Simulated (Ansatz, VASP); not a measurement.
**Two plane-wave programs on La**

```xyz
2
Lattice="3.7748 0.0000 0.0000 -1.8874 3.2691 0.0000 0.0000 0.0000 6.1102" Properties=species:S:1:pos:R:3 pbc="T T T"
La    1.8874    1.0897    4.5826
La    0.0000    2.1794    1.5275
```

Alike in both runs: task single point; functional LDA; k mesh 8 × 8 × 5; occupations fermi-dirac, width 0.05 eV; no spin polarisation.

```csv
,VASP,Ansatz
version,VASP 6.6.1,Ansatz 0.2.0
potentials or method,"VASP PAW LDA potentials, release 64 (La)",Ansatz PAW
plane-wave cutoff (eV),520,420
valence electrons in the cell,22,22
```

Ansatz gave:

* gap on the k mesh at the Fermi level (eV): none
* pressure (GPa): -3.2
* traceless stress, the component that is largest in VASP (GPa): -0.21

Q: Estimate VASP's values.

A: gap on the k mesh at the Fermi level (eV): none; pressure (GPa): -3.3; traceless stress, the component that is largest in VASP (GPa): -0.21.

LDA's correlation is that of Perdew and Zunger in VASP and of Perdew and Wang (1992) in Ansatz. A gap of «none» marks a metal or a gap that the smearing closes.

Neither program's run includes spin-orbit coupling.
